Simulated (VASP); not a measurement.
AlCo:

```
Al Co
1.0
    -0.03955    2.86675    0.04411
    -0.02128    0.04411    2.87090
     5.66215   -0.07910   -0.04256
Al Co
2 2
Cartesian
  1.4128 1.5372 1.4150
  4.2180 1.3770 1.4571
  -0.0401 -0.0963 0.0905
  2.8416 -0.0258 -0.1114
```

| Property | Result |
| --- | --- |
| Program | VASP 6.6.1 |
| Task | relaxation of cell and atoms |
| Functional | PBE |
| Potentials or basis | VASP PAW PBE potentials, release 64 (Al, Co) |
| Cutoff | 600 eV |
| k mesh | 8 × 8 × 4 |
| Occupations | gaussian, width 0.2 eV |
| Spin | no spin polarisation |

At the start: pressure 1.8 GPa; volume 11.64 Å³/atom.

Question: How do energy, volume and symmetry change on relaxing?

Answer: Over 10 steps the energy falls by 62.2 meV/atom and the volume is 11.60 Å³/atom (-0.4 %); space group P1 (No. 1, to 0.1 Å) before, Pm-3m (No. 221, to 0.1 Å).

The path:
```tsv
step	energy change (eV)	largest force (eV/Å)	pressure (GPa)	volume (Å³)
1	0.0000	1.4997	1.77	46.58
2	-0.1872	0.5699	-3.17	47.42
3	-0.1974	0.3676	-4.18	47.66
4	-0.2318	0.2176	3.09	45.67
5	-0.2345	0.2151	1.48	46.07
6	-0.2474	0.1103	0.37	46.31
7	-0.2476	0.0972	0.32	46.33
8	-0.2485	0.0398	-0.31	46.50
9	-0.2485	0.0364	-0.36	46.51
10	-0.2487	0.0177	0.13	46.38
```

Final structure:
```yaml
crystal:
  lattice:
    - [0.00079, 2.85147, -0.00082]
    - [-0.00034, -0.00115, 2.85154]
    - [5.70410, 0.00167, -0.00047]
  atoms:
    - { symbol: Al, position: [0.50053, 0.49980, 0.25005] }
    - { symbol: Al, position: [0.49994, 0.50020, 0.74999] }
    - { symbol: Co, position: [0.99974, 0.00000, 0.99995] }
    - { symbol: Co, position: [0.99979, 0.00000, 0.50001] }
```

Caveat: the run has no spin polarisation, though such a crystal can be magnetic.
